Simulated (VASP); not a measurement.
## NiSb: single point with PBE

Crystal: NiSb.

```
Ni Sb
1.0
     3.94507    0.00000    0.00000
    -1.97254    3.41653    0.00000
     0.00000    0.00000    5.12680
Ni Sb
2 2
Direct
  0.00000 0.00000 0.00000
  0.00000 0.00000 0.50000
  0.33333 0.66667 0.25000
  0.66667 0.33333 0.75000
```

| Item | Value |
| --- | --- |
| Program | VASP 6.6.1 |
| Task | single point |
| Functional | PBE |
| Potentials or basis | VASP PAW PBE potentials, release 64 (Ni, Sb) |
| Cutoff | 520 eV |
| k mesh | 8 × 8 × 6 |
| Occupations | gaussian, width 0.05 eV |
| Spin | collinear spin |
| Starting moments | [0.05, 0.05, 0.0, 0.0] μB |
| Dipole correction | no |
| Further INCAR settings | ALGO = Normal; EDIFF = 1e-06; NBANDS = 27 |

| Property | Result |
| --- | --- |
| Pressure | 2.5 GPa |
| Band gap on the k mesh | zero (filled and empty bands overlap) |
| Net moment | 0.00 μB per cell |
| Valence electrons inside the program's atomic spheres | Ni 9.39; Sb 2.42 |

Levels at points of the mesh, in eV from the Fermi level:
Spin up:
```
           k point  band 11  band 12  band 13  band 14  band 15  band 16  band 17  band 18  band 19  band 20
(0.00, 0.00, 0.00)    -1.35    -1.35    -0.05     0.53     0.53     2.41     2.41     3.06     3.96     5.19
(0.50, 0.00, 0.00)    -2.10    -1.87    -1.61    -1.41    -1.33    -0.41     1.10     3.38     3.91     5.30
(0.00, 0.00, 0.50)    -2.10    -2.10     0.20     0.20     2.01     2.01     2.01     2.01     5.12     5.12
(0.50, 0.00, 0.50)    -1.93    -1.93    -1.82    -1.82     0.15     0.15     1.62     1.62     5.14     5.14
```
Spin down:
```csv
k point,band 11,band 12,band 13,band 14,band 15,band 16,band 17,band 18,band 19,band 20
"(0.00, 0.00, 0.00)",-1.35,-1.35,-0.05,0.53,0.53,2.41,2.41,3.06,3.96,5.19
"(0.50, 0.00, 0.00)",-2.10,-1.87,-1.61,-1.41,-1.33,-0.41,1.10,3.38,3.91,5.30
"(0.00, 0.00, 0.50)",-2.10,-2.10,0.20,0.20,2.01,2.01,2.01,2.01,5.12,5.12
"(0.50, 0.00, 0.50)",-1.93,-1.93,-1.82,-1.82,0.15,0.15,1.62,1.62,5.14,5.14
```

Wall time 74 s on 1 thread of Intel(R) Xeon(R) 6975P-C (Granite Rapids), on a shared host, peak memory 0.28 GiB.

Caveat: spin-orbit coupling is left out, which moves the levels of the heavy elements.
